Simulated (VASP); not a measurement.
Write the native input for VASP 6.6.1 that does the following.

- Task: single point
- Functional: PBE
- Potentials or basis: VASP PAW PBE potentials, release 64 (Ge_d)
- Cutoff: 520 eV
- k mesh: 22 × 22 × 22
- Occupations: fermi-dirac, width 0.0612256 eV
- Spin: no spin polarisation
- Dipole correction: no
- Further INCAR settings: ALGO = Normal; EDIFF = 1e-06; NBANDS = 13

The structure of Ge lies in POSCAR:

```
Ge
1.0
    0.0000000000      2.0966836165      2.0966836165
    2.0966836165      0.0000000000      2.0966836165
    2.0966836165      2.0966836165      0.0000000000
Ge
1
Direct
    0.0000000000      0.0000000000      0.0000000000
```

The input as run:

INCAR

```
SYSTEM = Ge
PREC     = Accurate       ! precision mode
ENCUT    = 520            ! plane-wave cutoff, eV
EDIFF    = 1E-6           ! SCF threshold, eV
ISMEAR   = -1             ! smearing method
SIGMA    = 0.06122561905347299 ! smearing width, eV
LREAL    = .False.        ! projectors in reciprocal space
LASPH    = .True.         ! aspherical terms in the spheres
NELM     = 60             ! most SCF steps
ALGO     = Normal         ! electronic algorithm
ISIF     = 2              ! what is computed and relaxed
LWAVE    = .False.        ! write WAVECAR
LCHARG   = .True.         ! write CHGCAR
GGA      = PE             ! functional
LELF     = .True.         ! ELF
LVHAR    = .True.       
NBANDS   = 13             ! bands
```

KPOINTS

```
Automatic mesh
0
Gamma
  22 22 22
  0 0 0
```

Potentials or basis: VASP PAW PBE potentials, release 64 (Ge_d).

Command:

```console
$ cat potpaw_PBE.64/Ge_d/POTCAR > POTCAR
$ mpirun -np 1 vasp_std > vasp.out
```

Results of the run:

The pressure is 4.3 GPa. The band gap on the k mesh is zero (band 7 reaches 16.28 eV, above the bottom of band 8 at 4.63 eV).

Wall time 95 s on 1 thread of AMD EPYC 7R43 64-Core Processor (Zen 3), with other jobs on the host, peak memory 0.15 GiB.
